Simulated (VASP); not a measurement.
Write the native input for VASP 6.6.1 that does the following.

```yaml
Task: relaxation of cell and atoms
Functional: PBEsol
Potentials_or_basis: VASP PAW PBE potentials, release 64 (Au)
Cutoff: 500 eV
k_mesh: 14 × 14 × 4
Occupations: fermi-dirac, width 0.08 eV
Spin: no spin polarisation
Target_pressure: 170 GPa
Dipole_correction: no
Further_INCAR_settings: ALGO = Normal; EDIFF = 1e-07; IBRION = 2; EDIFFG = -0.005; NSW = 60; ISIF = 3
```

The structure of Au lies in POSCAR:

```
Au
1.0
    2.5647685163      0.0000000000      0.0000000000
   -1.2823842582      2.2211546900      0.0000000000
    0.0000000000      0.0000000000      8.3354976780
Au
4
Direct
    0.0000000000      0.0000000000      0.0000000000
    0.0000000000      0.0000000000      0.5000000000
    0.3333333333      0.6666666667      0.2500000000
    0.6666666667      0.3333333333      0.7500000000
```

This isn't the form of Au at room conditions, which is fcc.

One way to write it, as run:

INCAR

```
SYSTEM = Au
PREC     = Accurate       ! precision mode
ENCUT    = 500            ! plane-wave cutoff, eV
EDIFF    = 1E-7           ! SCF threshold, eV
ISMEAR   = -1             ! smearing method
SIGMA    = 0.08           ! smearing width, eV
LREAL    = .FALSE.        ! projectors in reciprocal space
LASPH    = .TRUE.         ! aspherical terms in the spheres
NELM     = 120            ! most SCF steps
ALGO     = Normal         ! electronic algorithm
ISIF     = 3              ! what is computed and relaxed
LWAVE    = .FALSE.        ! write WAVECAR
LCHARG   = .FALSE.        ! write CHGCAR
GGA      = PS             ! functional
IBRION   = 2              ! ionic algorithm
NSW      = 60             ! ionic steps
EDIFFG   = -0.005         ! ionic threshold
PSTRESS  = 1700.0       
GGA_COMPAT= .FALSE.      
NELMIN   = 4
```

KPOINTS

```
regular mesh
0
G
  14 14 4
  0 0 0
```

Potentials or basis: VASP PAW PBE potentials, release 64 (Au).

Launch:

```bash
$ cat potpaw_PBE.64/Au/POTCAR > POTCAR
$ mpirun -np 1 vasp_std > vasp.out
```

Results of the run:

* Relaxed volume: 11.90 Å³/atom
* Relaxed cell: a = 2.552 Å, b = 2.552 Å, c = 8.438 Å, α = 90.00°, β = 90.00°, γ = 120.00°
* Space group after relaxing (to 0.1 Å): P6_3/mmc (No. 194)
* Energy change on relaxing (the run minimises the enthalpy): -35.2 meV/atom
* Ionic steps: 9
* Pressure after relaxing: 170.0 GPa
* Band gap on the k mesh: zero (bands 22 and 23 overlap by 6.58 eV)

Caveat: the cell is relaxed towards a set pressure, so the run minimises the enthalpy, not the energy; the PAW data sets were made with another functional, which shifts forces and pressure a little; spin-orbit coupling is left out, which moves the levels of the heavy elements.

It took 2.8 min on 1 thread of Intel(R) Xeon(R) 6975P-C (Granite Rapids) (shared host), peak memory 0.21 GiB.
